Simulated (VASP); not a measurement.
The system is LiH.

```
Li H
1.0
     2.59061    0.00000    0.00000
     0.00000    2.59061    0.00000
     0.00000    0.00000    2.59061
Li H
1 1
Direct
  0.00000 0.00000 0.00000
  0.50000 0.50000 0.50000
```

* Program: VASP 6.6.1
* Task: relaxation of cell and atoms
* Functional: PBE
* Potentials or basis: VASP PAW PBE potentials, release 64 (Li_sv, H)
* Cutoff: 600 eV
* k mesh: 10 × 10 × 10
* Occupations: gaussian, width 0.02 eV
* Spin: no spin polarisation

At the start: pressure -3.1 GPa; volume 8.69 Å³/atom.

Question: Where does the relaxation end?

Answer: Over 4 steps the energy falls by 9.1 meV/atom and the volume is 7.82 Å³/atom (-10.1 %); space group Pm-3m (No. 221, to 0.05 Å).

The path:
```tsv
step	energy change (eV)	largest force (eV/Å)	pressure (GPa)	volume (Å³)
1	0.0000	0.0000	-3.13	17.39
2	-0.0075	0.0000	-2.49	16.96
3	-0.0177	0.0000	-0.59	15.92
4	-0.0182	0.0000	0.05	15.64
```

Final structure:
```
Li H
1.0
     2.50060    0.00000    0.00000
     0.00000    2.50060    0.00000
     0.00000    0.00000    2.50060
Li H
1 1
Direct
  0.00000 0.00000 0.00000
  0.50000 0.50000 0.50000
```

Caveat: the cutoff is under 1.25 times the usual one of these potentials, so pressure, stress and relaxed cells hold a basis-set (Pulay) error.
